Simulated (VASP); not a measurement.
# BaC3 (P6_3/mmc) in VASP: single point with PBE

Aim: the single point of BaC3 with PBE.

Program: VASP 6.6.1. These are calculated values, not measurements. Logs are shortened: lines on timing, memory, paths and dates and some standing lists are left out, and cuts for length are marked.

**1. The cell of the first run**

The structure is hexagonal, space group P6_3/mmc (No. 194). Conventional cell: a = 5.606 Å, b = 5.606 Å, c = 4.500 Å, α = 90.00°, β = 90.00°, γ = 120.00°. Ba (site symmetry -6m2) has 12 C at 2.77 to 2.80 Å within 3.7 Å. C (site symmetry mm2) has 4 Ba at 2.77 to 2.80 Å and 8 C at 2.77 to 2.81 Å within 3.7 Å.

**2. Single point, PBE**

Input file INCAR:

```
SYSTEM = BaC3
PREC     = Accurate       ! precision mode
ENCUT    = 910            ! plane-wave cutoff, eV
EDIFF    = 1E-6           ! SCF threshold, eV
ISMEAR   = 0              ! smearing method
SIGMA    = 0.1            ! smearing width, eV
LREAL    = .FALSE.        ! projectors in reciprocal space
LASPH    = .TRUE.         ! aspherical terms in the spheres
NELM     = 120            ! most SCF steps
ALGO     = Normal         ! electronic algorithm
ISIF     = 2              ! what is computed and relaxed
LWAVE    = .FALSE.        ! write WAVECAR
LCHARG   = .FALSE.        ! write CHGCAR
GGA      = PE             ! functional
NBANDS   = 32             ! bands
GGA_COMPAT= .FALSE.
```

Input file KPOINTS:

```
regular mesh
0
G
  6 6 4
  0 0 0
```

Input file POSCAR:

```
BaC3
1.0
    5.6060572097      0.0000000000      0.0000000000
   -2.8030286049      4.8549879587      0.0000000000
    0.0000000000      0.0000000000      4.4997258823
Ba C
2 6
Direct
    0.3333333333      0.6666666667      0.2500000000
    0.6666666667      0.3333333333      0.7500000000
    0.8330000000      0.6660000000      0.2500000000
    0.1670000000      0.8330000000      0.7500000000
    0.3340000000      0.1670000000      0.2500000000
    0.1670000000      0.3340000000      0.7500000000
    0.8330000000      0.1670000000      0.2500000000
    0.6660000000      0.8330000000      0.7500000000
```

Potentials or basis: VASP PAW PBE potentials, release 64 (Ba_sv, C_h).

The run is started by

```console
$ cat potpaw_PBE.64/Ba_sv/POTCAR potpaw_PBE.64/C_h/POTCAR > POTCAR
$ mpirun -np 1 vasp_std > vasp.out
```

OUTCAR:

```text
SYSTEM = BaC3
   PREC = Accurate
   ENCUT = 910
   EDIFF = 1E-6
   ISMEAR = 0
   LREAL = .FALSE.
   LASPH = .TRUE.
   NELM = 120
   ISIF = 2
   GGA = PE

 ion  position               nearest neighbor table
   1  0.333  0.667  0.250-   4 2.77   4 2.77   8 2.77   8 2.77   6 2.77   6 2.77   3 2.80   5 2.80
                             7 2.80   7 2.80   3 2.80   5 2.80   2 3.94   2 3.94   2 3.94   2 3.94
   2  0.667  0.333  0.750-   7 2.77   7 2.77   5 2.77   5 2.77   3 2.77   3 2.77   6 2.80   8 2.80
                             4 2.80   4 2.80   6 2.80   8 2.80   1 3.94   1 3.94   1 3.94   1 3.94
   3  0.833  0.666  0.250-   2 2.77   2 2.77   1 2.80   1 2.80
   4  0.167  0.833  0.750-   1 2.77   1 2.77   2 2.80   2 2.80
   5  0.334  0.167  0.250-   2 2.77   2 2.77   1 2.80   1 2.80
   6  0.167  0.334  0.750-   1 2.77   1 2.77   2 2.80   2 2.80
   7  0.833  0.167  0.250-   2 2.77   2 2.77   1 2.80   1 2.80
   8  0.666  0.833  0.750-   1 2.77   1 2.77   2 2.80   2 2.80

  LATTYP: Found a hexagonal cell.
 ALAT       =     5.6060572097
 C/A-ratio  =     0.8026542923

  Lattice vectors:

 A1 = (   5.6060572097,   0.0000000000,   0.0000000000)
 A2 = (  -2.8030286049,   4.8549879587,   0.0000000000)
 A3 = (   0.0000000000,   0.0000000000,   4.4997258823)

Analysis of symmetry for initial positions (statically):
=====================================================================
 Subroutine PRICEL returns:
 Original cell was already a primitive cell.

 Routine SETGRP: Setting up the symmetry group for a
 hexagonal supercell.

 Subroutine GETGRP returns: Found 24 space group operations
 (whereof 12 operations were pure point group operations)
 out of a pool of 24 trial point group operations.

The static configuration has the point symmetry D_3d.
 The point group associated with its full space group is D_6h.

Analysis of symmetry for dynamics (positions and initial velocities):
=====================================================================
 Subroutine PRICEL returns:
 Original cell was already a primitive cell.

 Routine SETGRP: Setting up the symmetry group for a
 hexagonal supercell.

 Subroutine GETGRP returns: Found 24 space group operations
 (whereof 12 operations were pure point group operations)
 out of a pool of 24 trial point group operations.

The dynamic configuration has the point symmetry D_3d.
 The point group associated with its full space group is D_6h.

 Subroutine INISYM returns: Found 24 space group operations
 (whereof 12 operations are pure point group operations),
 and found     1 'primitive' translations

----------------------------------------------------------------------------------------

                                     Primitive cell

  volume of cell :     122.4706

  direct lattice vectors                    reciprocal lattice vectors
     5.606057210  0.000000000  0.000000000     0.178378486  0.102986867  0.000000000
    -2.803028605  4.854987959  0.000000000     0.000000000  0.205973734  0.000000000
     0.000000000  0.000000000  4.499725882     0.000000000  0.000000000  0.222235760

  length of vectors
     5.606057210  5.606057210  4.499725882     0.205973734  0.205973734  0.222235760

  position of ions in fractional coordinates (direct lattice)
     0.333333333  0.666666667  0.250000000
     0.666666667  0.333333333  0.750000000
     0.833000000  0.666000000  0.250000000
     0.167000000  0.833000000  0.750000000
     0.334000000  0.167000000  0.250000000
     0.167000000  0.334000000  0.750000000
     0.833000000  0.167000000  0.250000000
     0.666000000  0.833000000  0.750000000

  ion indices of the primitive-cell ions
   primitive index   ion index
                 1           1
                 2           2
                 3           3
                 4           4
                 5           5
                 6           6
                 7           7
                 8           8

----------------------------------------------------------------------------------------

 KPOINTS: regular mesh

Automatic generation of k-mesh.
 Grid dimensions read from file:
 generate k-points for:    6    6    4

 Generating k-lattice:

  Cartesian coordinates                     Fractional coordinates (reciprocal lattice)
     0.029729748  0.017164478  0.000000000     0.166666667 -0.000000000  0.000000000
     0.000000000  0.034328956  0.000000000     0.000000000  0.166666667  0.000000000
     0.000000000  0.000000000  0.055558940     0.000000000  0.000000000  0.250000000

  Length of vectors
     0.034328956  0.034328956  0.055558940

  Shift w.r.t. Gamma in fractional coordinates (k-lattice)
     0.000000000  0.000000000  0.000000000

 Subroutine IBZKPT returns following result:
 ===========================================

 Found     21 irreducible k-points:

 Following reciprocal coordinates:
            Coordinates               Weight
  0.000000  0.000000  0.000000      1.000000
  0.166667  0.000000  0.000000      6.000000
  0.333333  0.000000  0.000000      6.000000
  0.500000  0.000000  0.000000      3.000000
  0.166667  0.166667  0.000000      6.000000
  0.333333  0.166667  0.000000     12.000000
[... 13 lines left out ...]
  0.333333  0.166667  0.500000     12.000000
  0.333333  0.333333  0.500000      2.000000
   k-points           NKPTS =     21   k-points in BZ     NKDIM =     21   number of bands    NBANDS=     32
   number of dos      NEDOS =    301   number of ions     NIONS =      8
   total plane-waves  NPLWV = 150528
   dimension x,y,z NGX =    56 NGY =   56 NGZ =   48
   dimension x,y,z NGXF=   112 NGYF=  112 NGZF=   96
   ions per type =               2   6
   NGX,Y,Z   is equivalent  to a cutoff of  16.61, 16.61, 17.73 a.u.
   NGXF,Y,Z  is equivalent  to a cutoff of  33.21, 33.21, 35.47 a.u.
 SYSTEM =  BaC3
   PREC   = accura    normal or accurate (medium, high low for compatibility)
   ISTART =      0    job   : 0-new  1-cont  2-samecut
   ICHARG =      2    charge: 1-file 2-atom 10-const
   ISPIN  =      1    spin polarized calculation?
   LNONCOLLINEAR =      F non collinear calculations
   LSORBIT =      F    spin-orbit coupling
   LASPH  =      T    aspherical Exc in radial PAW
   ENCUT  =  910.0 eV  66.88 Ry    8.18 a.u.  13.79 13.79 11.07*2*pi/ulx,y,z
   NELM   =    120;   NELMIN=  2; NELMDL= -5     # of ELM steps
   EDIFF  = 0.1E-05   stopping-criterion for ELM
   LREAL  =      F    real-space projection
   EDIFFG = 0.1E-04   stopping-criterion for IOM
   NSW    =      0    number of steps for IOM
   IBRION =     -1    ionic relax: 0-MD 1-quasi-New 2-CG
   NFREE  =      0    steps in history (QN), initial steepest desc. (CG)
   ISIF   =      2    stress and relaxation
   ISYM   =      2    0-nonsym 1-usesym 2-fastsym
   POTIM  = 0.5000    time-step for ionic-motion
   TEBEG  =    0.0;   TEEND  =   0.0 temperature during run
   PSTRESS=    0.0 pullay stress
   NELECT =      44.0000    total number of electrons
   NUPDOWN=      -1.0000    fix difference up-down
   EMIN   =  10.00;   EMAX   =-10.00  energy-range for DOS
   EFERMI =   0.00;   METHOD = LEGACY
   ISMEAR =     0;   SIGMA  =   0.10  broadening in eV -4-tet -1-fermi 0-gaus
   EFERMI_NEDOS =   21; number of points for ismear=-14 and -15
   IALGO  =     38    algorithm
   IMIX   =      4    mixing-type and parameters
     AMIX     =   0.40;   BMIX     =  1.00
     AMIX_MAG =   1.60;   BMIX_MAG =  1.00
  volume/ion in A,a.u.               =      15.31       103.31
  Fermi-wavevector in a.u.,A,eV,Ry     =   1.163809  2.199281 18.428438  1.354452
  Thomas-Fermi vector in A             =   2.300355
   LORBIT       =      0    0 simple, 1 ext, 2 COOP (PROOUT), +10 PAW based schemes
   GGA     = PE    functional components
   LHFCALC =     F    Hartree Fock is set to
   AEXX    =    0.0000 exact exchange contribution
   IVDW    =     0    specifies the selected vdW correction
   LEPSILON=     F    determine dielectric tensor
   LRPA    =     F    only Hartree local field effects (RPA)
 non-spin polarized calculation
 Gauss-broadening in eV      SIGMA  =   0.10
  energy-cutoff  :      910.00
  volume of cell :      122.47
 maximum number of plane-waves:      7672
 NGX is ok and might be reduce to    56
   NGX = 27   NGY = 27   NGZ = 23

 number of electron      44.0000000 magnetization

 Free energy of the ion-electron system (eV)
  ---------------------------------------------------
  ext. energy  EPLUGINS =         0.00000000
  ---------------------------------------------------
  free energy    TOTEN  =       -31.93455381 eV

  energy without entropy =      -31.89611487  energy(sigma->0) =      -31.91533434

 E-fermi :   3.2128     XC(G=0): -10.5739

 val. band max:        3.2003910146   @ k =   0.3333   0.1667   0.2500
 cond. band min:       3.2174252134   @ k =   0.1667   0.1667   0.5000
 fundamental gap:      0.0170341987
 Fermi energy:         3.2128329110

 k-point     1 :       0.0000    0.0000    0.0000
  band No.  band energies     occupation
      1     -22.4545      2.00000
      2     -22.1625      2.00000
      3      -8.7348      2.00000
      4      -8.7348      2.00000
      5      -8.3841      2.00000
      6      -8.1062      2.00000
[... 24 lines left out ...]
     31       6.1293      0.00000
     32       6.1293      0.00000

 k-point     2 :       0.1667    0.0000    0.0000
  band No.  band energies     occupation
      1     -22.4367      2.00000
      2     -22.1792      2.00000
      3      -9.0539      2.00000
      4      -8.9578      2.00000
      5      -8.4231      2.00000
      6      -8.3346      2.00000
[... 24 lines left out ...]
     31       6.0317      0.00000
     32       6.1625      0.00000

 k-point     3 :       0.3333    0.0000    0.0000
  band No.  band energies     occupation
      1     -22.3909      2.00000
      2     -22.2225      2.00000
      3      -9.5237      2.00000
      4      -9.2212      2.00000
      5      -8.4902      2.00000
      6      -8.2060      2.00000
[... 24 lines left out ...]
     31       5.8033      0.00000
     32       6.1446      0.00000

 k-point     4 :       0.5000    0.0000    0.0000
  band No.  band energies     occupation
      1     -22.3545      2.00000
      2     -22.2577      2.00000
      3      -9.6997      2.00000
      4      -9.3195      2.00000
      5      -8.5008      2.00000
      6      -8.1015      2.00000
[... 24 lines left out ...]
     31       5.5410      0.00000
     32       6.1114      0.00000

 k-point     5 :       0.1667    0.1667    0.0000
  band No.  band energies     occupation
      1     -22.4043      2.00000
      2     -22.2097      2.00000
      3      -9.4675      2.00000
      4      -9.0809      2.00000
      5      -8.5355      2.00000
      6      -8.2441      2.00000
[... 479 lines left out ...]
     31       5.3632      0.00000
     32       5.3632      0.00000

 k-point    19 :       0.1667    0.1667    0.5000
  band No.  band energies     occupation
      1     -22.2753      2.00000
      2     -22.2753      2.00000
      3      -9.7223      2.00000
      4      -9.7223      2.00000
      5      -8.3678      2.00000
      6      -8.3678      2.00000
[... 24 lines left out ...]
     31       5.5018      0.00000
     32       5.5018      0.00000

 k-point    20 :       0.3333    0.1667    0.5000
  band No.  band energies     occupation
      1     -22.2731      2.00000
      2     -22.2731      2.00000
      3      -9.8268      2.00000
      4      -9.8268      2.00000
      5      -8.5653      2.00000
      6      -8.5653      2.00000
[... 24 lines left out ...]
     31       5.2713      0.00000
     32       5.2713      0.00000

 k-point    21 :       0.3333    0.3333    0.5000
  band No.  band energies     occupation
      1     -22.2723      2.00000
      2     -22.2723      2.00000
      3      -9.8309      2.00000
      4      -9.8309      2.00000
      5      -8.7397      2.00000
      6      -8.7397      2.00000
[... 24 lines left out ...]
     31       5.2506      0.00000
     32       5.2506      0.00000

------------------------ aborting loop because EDIFF is reached ----------------------------------------

  FORCE on cell =-STRESS in cart. coord.  units (eV):
  Direction    XX          YY          ZZ          XY          YZ          ZX
  --------------------------------------------------------------------------------------
  -------------------------------------------------------------------------------------
  Total        3.8474678      3.8474678     -4.4882469     -0.0000000     -0.0000000      0.0000000
  in kB       50.3331183     50.3331183    -58.7158812     -0.0000000     -0.0000000      0.0000000
  external PRESSURE =      13.9834518 kB  Pullay stress =       0.0000000 kB

 VOLUME and BASIS-vectors are now :
 -----------------------------------------------------------------------------
  energy-cutoff  :      910.00
  volume of cell :      122.47
      direct lattice vectors                 reciprocal lattice vectors
     5.606057210  0.000000000  0.000000000     0.178378486  0.102986867  0.000000000
    -2.803028605  4.854987959  0.000000000     0.000000000  0.205973734  0.000000000
     0.000000000  0.000000000  4.499725882     0.000000000  0.000000000  0.222235760

 POSITION                                       TOTAL-FORCE (eV/Angst)
 -----------------------------------------------------------------------------------
     -0.00000      3.23666      1.12493        -0.000000     -0.000000      0.000000
      2.80303      1.61833      3.37479        -0.000000     -0.000000      0.000000
      2.80303      3.23342      1.12493        -0.000000      1.445384      0.000000
     -1.39871      4.04420      3.37479        -1.251740      0.722692      0.000000
      1.40432      0.81078      1.12493        -1.251740     -0.722692      0.000000
     -0.00000      1.62157      3.37479         0.000000     -1.445384      0.000000
      4.20174      0.81078      1.12493         1.251740     -0.722692      0.000000
      1.39871      4.04420      3.37479         1.251740      0.722692     -0.000000
 -----------------------------------------------------------------------------------
    total drift:                               -0.000000      0.000000      0.000000

  FREE ENERGIE OF THE ION-ELECTRON SYSTEM (eV)
  ---------------------------------------------------
  free  energy   TOTEN  =       -31.9345538071 eV

  energy  without entropy=      -31.8961148689  energy(sigma->0) =      -31.91533434
```

Run time: 3.3 min. Hardware: 1 thread of AMD EPYC 7R13 (Zen 3), shared host; peak memory 0.44 GiB.

What came out:

* Free energy: -31.9346 eV
* Pressure: 1.4 GPa
* Largest force: 1.445 eV/Å
* Band gap on the k mesh: zero (bands 22 and 23 overlap by 0.88 eV)

Forces in eV/Å, atoms in the order of the input:
```
Ba   0.000  0.000  0.000
Ba   0.000  0.000  0.000
C    0.000  1.445  0.000
C   -1.252  0.723  0.000
C   -1.252 -0.723  0.000
C    0.000 -1.445  0.000
C    1.252 -0.723  0.000
C    1.252  0.723  0.000
```

Levels at points of the mesh, in eV from the Fermi level:
| k point | band 20 | band 21 | band 22 | band 23 | band 24 | band 25 |
| --- | --- | --- | --- | --- | --- | --- |
| (0.00, 0.00, 0.00) | -0.50 | -0.50 | -0.13 | -0.13 | 0.07 | 0.07 |
| (0.50, 0.00, 0.00) | -1.22 | -0.67 | -0.25 | 0.24 | 0.58 | 0.69 |
| (0.00, 0.00, 0.50) | -0.99 | 0.16 | 0.16 | 1.35 | 1.35 | 1.50 |
| (0.50, 0.00, 0.50) | -0.90 | 0.06 | 0.06 | 0.16 | 0.16 | 0.69 |

Caveat: the cutoff is under 1.25 times the usual one of these potentials, so pressure, stress and relaxed cells hold a basis-set (Pulay) error; spin-orbit coupling is left out, which moves the levels of the heavy elements; forces of over 1 eV/Å act on the atoms, so gaps and moduli don't describe the material at rest.
